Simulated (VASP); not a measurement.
Set up this calculation in VASP 6.6.1, as the native input.

```
Task                   : single point
Functional             : revPBE
Potentials or basis    : VASP PAW PBE potentials, release 64 (Ga_d)
Cutoff                 : 520 eV
k mesh                 : 21 × 21 × 21
Occupations            : fermi-dirac, width 0.1 eV
Spin                   : no spin polarisation
Dipole correction      : no
Further INCAR settings : ALGO = Normal; EDIFF = 1e-07; NBANDS = 12
```

The structure of Ga lies in POSCAR:

```
Ga
1.0
    0.0000000000      2.1364979010      2.1364979010
    2.1364979010      0.0000000000      2.1364979010
    2.1364979010      2.1364979010      0.0000000000
Ga
1
Direct
    0.0000000000      0.0000000000      0.0000000000
```

One way to write it, as run:

INCAR

```
SYSTEM = Ga
PREC = Accurate ; ENCUT = 520
EDIFF = 1E-7 ; ISMEAR = -1
SIGMA = 0.1 ; LREAL = .FALSE.
LASPH = .TRUE. ; NELM = 80
ALGO = Normal ; ISIF = 2
LWAVE = .FALSE. ; LCHARG = .FALSE.
GGA = RE ; NBANDS = 12
```

KPOINTS

```
regular mesh
0
G
  21 21 21
  0 0 0
```

Potentials or basis: VASP PAW PBE potentials, release 64 (Ga_d).

Launch:

```console
$ cat potpaw_PBE.64/Ga_d/POTCAR > POTCAR
$ mpirun -np 1 vasp_std > vasp.out
```

Results of the run:

```json
{
  "Pressure": "0.0 GPa"
}
```

Caveat: the PAW data sets were made with another functional, which shifts forces and pressure a little.

Run time: 53 s on 1 thread of AMD EPYC 7R13 Processor (Zen 3) (shared host), peak memory 0.16 GiB.
